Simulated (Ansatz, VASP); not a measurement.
# One calculation of B3P, two programs

```xyz
4
Lattice="2.8202 0.0000 0.0000 -1.4101 2.4424 0.0000 0.0000 0.0000 5.0692" Properties=species:S:1:pos:R:3 pbc="T T T"
B     0.0000    0.0000    2.5346
B     1.4101    0.8141    1.7342
B     1.4101    0.8141    3.3350
P     0.0000    0.0000    0.0000
```

Change from the starting cell: species swapped into the TbZr3 type (P-6m2, No. 187).

Alike in both runs: task relaxation of cell and atoms; functional PBE; k mesh 6 × 6 × 4; occupations gaussian, width 0.1 eV; no spin polarisation.

```csv
,VASP,Ansatz
version,VASP 6.6.1,Ansatz 0.2.0
potentials or method,"VASP PAW PBE potentials, release 64 (B, P), cutoff 500 eV","scalar-relativistic, plane waves, PAW"
valence electrons in the cell,14,14
```

```csv
,VASP,Ansatz,Ansatz less VASP
"gap on the k mesh at the Fermi level, each at its own relaxed structure (eV)",none,none,-
relaxed volume (Å³/atom),8.59,8.60,+0.009
relaxed cell length with the largest relative difference (Å),2.885,2.886,+0.0012
```

A gap of «none» marks a metal or a gap that the smearing closes.

The k mesh is coarse, so the values compare programs but aren't converged.
